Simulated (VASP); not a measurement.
Write the native input for VASP 6.6.1 that does the following.

* Task: single point
* Functional: r2SCAN
* Potentials or basis: VASP PAW PBE potentials, release 64 (Ti_sv)
* Cutoff: 520 eV
* k mesh: 10 × 10 × 6
* Occupations: fermi-dirac, width 0.05 eV
* Spin: no spin polarisation
* Dipole correction: no
* Further INCAR settings: ALGO = Normal; EDIFF = 1e-07; NBANDS = 19

The system is Ti.

```
Ti
1.0
     2.98882    0.00000    0.00000
    -1.49441    2.58839    0.00000
     0.00000    0.00000    4.74159
Ti
2
Direct
  0.66667 0.33333 0.75000
  0.33333 0.66667 0.25000
```

These files were run (other wordings do the same):

POSCAR

```
Ti
1.0
    2.9888202413      0.0000000000      0.0000000000
   -1.4944101206      2.5883942563      0.0000000000
    0.0000000000      0.0000000000      4.7415860099
Ti
2
Direct
    0.6666666667      0.3333333333      0.7500000000
    0.3333333333      0.6666666667      0.2500000000
```

INCAR.step1

```
  PREC = Accurate
  ENCUT = 520
  ISMEAR = -1
  SIGMA = 0.05
  LREAL = False
  LASPH = True
  NELM = 80
  NBANDS = 19
  GGA = PE
  ALGO = Normal
  EDIFF = 1E-4
  LWAVE = True
  LCHARG = False
```

INCAR.step2

```
  PREC = Accurate
  ENCUT = 520
  EDIFF = 1E-7
  ISMEAR = -1
  SIGMA = 0.05
  LREAL = False
  LASPH = True
  NELM = 80
  ALGO = Normal
  ISIF = 2
  LWAVE = False
  LCHARG = True
  METAGGA = R2SCAN
  LMIXTAU = True
  LELF = True
  LVHAR = True
  NBANDS = 19
  ISTART = 1
```

KPOINTS

```
Automatic mesh
0
Gamma
  10 10 6
```

Potentials or basis: VASP PAW PBE potentials, release 64 (Ti_sv).

Launch:

```bash
$ cat potpaw_PBE.64/Ti_sv/POTCAR > POTCAR
$ cp INCAR.step1 INCAR
$ mpirun -np 1 vasp_std > vasp.out
$ cp INCAR.step2 INCAR
$ mpirun -np 1 vasp_std > vasp.out
```

Results of the run:

```
Pressure               : -5.8 GPa
Band gap on the k mesh : zero (band 12 reaches 8.66 eV, above the bottom of band 13 at 7.47 eV)
```

Caveat: the PAW data sets were made with another functional, which shifts forces and pressure a little.

Run time: 110 s on 1 thread of Intel(R) Xeon(R) Platinum 8488C (Sapphire Rapids), with other jobs on the host, peak memory 0.17 GiB.
